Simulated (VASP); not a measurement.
Input of a VASP 6.6.1 run:

The input INCAR:

```
PREC = Accurate ; ENCUT = 520
EDIFF = 1E-6 ; ISMEAR = -1
SIGMA = 0.1 ; LREAL = False
LASPH = True ; NELM = 100
ALGO = Normal ; ISIF = 2
LWAVE = False ; LCHARG = True
GGA = CA ; LELF = True
LVHAR = True ; NBANDS = 8
```

KPOINTS

```
Automatic mesh
0
Gamma
  16 16 16
```

Contents of POSCAR:

```
Si
1.0
    2.3595100016      0.0000000000      0.0000000000
    0.0000000000      2.3595100016      0.0000000000
    0.0000000000      0.0000000000      2.3595100016
Si
1
Direct
    0.0000000000      0.0000000000      0.0000000000
```

Potentials or basis: VASP PAW LDA potentials, release 64 (Si).

Launch:

```console
$ cat potpaw_LDA.64/Si/POTCAR > POTCAR
$ mpirun -np 1 vasp_std > vasp.out
```

(1) Predict the pressure.

(2) Predict the band gap on the k mesh.

Results:

(1) 27.6 GPa.

(2) zero (band 2 reaches 18.53 eV, above the bottom of band 3 at 8.05 eV).
